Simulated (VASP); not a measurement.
Here is a VASP 6.6.1 calculation.

File INCAR:

```
SYSTEM = Fe
  PREC = Accurate
  ENCUT = 520
  EDIFF = 1E-7
  ISMEAR = -1
  SIGMA = 0.1
  LREAL = .FALSE.
  LASPH = .TRUE.
  NELM = 150
  ALGO = Normal
  ISIF = 2
  LWAVE = .FALSE.
  LCHARG = .FALSE.
  ISPIN = 2
  MAGMOM = 0.4 0.4
  LORBIT = 11
  LMAXMIX = 4
  GGA = PE
  NBANDS = 19
```

File KPOINTS:

```
regular mesh
0
G
  12 12 6
  0 0 0
```

POSCAR

```
Fe
1.0
    0.0000000000      1.7545000000      1.7545000000
    1.7545000000      0.0000000000      1.7545000000
    3.5090000000      3.5090000000      0.0000000000
Fe
2
Direct
    0.0000000000      0.0000000000      0.0000000000
    0.0000000000      0.0000000000      0.5000000000
```

Potentials or basis: VASP PAW PBE potentials, release 64 (Fe).

Command:

```bash
$ cat potpaw_PBE.64/Fe/POTCAR > POTCAR
$ mpirun -np 1 vasp_std > vasp.out
```

Task: What does it give for the net moment?

Result: 0.00 μB per cell.

Task: What does it give for the pressure?

Result: -13.1 GPa.

Task: Estimate the band gap on the k mesh.

Result: Zero (filled and empty bands overlap).
